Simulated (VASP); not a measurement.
InSb3:

```xyz
4
Lattice="4.8382 0.0000 0.0000 0.0000 4.8382 0.0000 0.0000 0.0000 4.8382" Properties=species:S:1:pos:R:3 pbc="T T T"
Sb    2.4191    2.4191    0.0000
Sb    0.0000    2.4191    2.4191
Sb    2.4191    0.0000    2.4191
In    0.0000    0.0000    0.0000
```

Base run:

| Property | Result |
| --- | --- |
| Program | VASP 6.6.1 |
| Functional | r2SCAN |
| Potentials or basis | VASP PAW PBE potentials, release 64 (Sb, In_d) |
| Cutoff | 520 eV |
| k mesh | 6 × 6 × 6 |
| Occupations | fermi-dirac, width 0.05 eV |
| Spin | no spin polarisation |

Its results: band gap on the k mesh zero (band 14 reaches 11.14 eV, above the bottom of band 15 at 6.32 eV); pressure -1.6 GPa.

Question: After a change of settings the same cell gave: band gap on the k mesh zero (band 14 reaches 11.01 eV, above the bottom of band 15 at 6.51 eV); pressure -0.9 GPa. Which change was it?
A. functional from r2SCAN to LDA; potentials or basis from VASP PAW PBE potentials, release 64 (Sb, In_d) to VASP PAW LDA potentials, release 64 (Sb, In_d)
B. functional from r2SCAN to PBEsol
C. functional from r2SCAN to PBE

Answer: C.

Caveats: spin-orbit coupling is left out, which moves the levels of the heavy elements; the PAW data sets were made with another functional, which shifts forces and pressure a little (some runs).
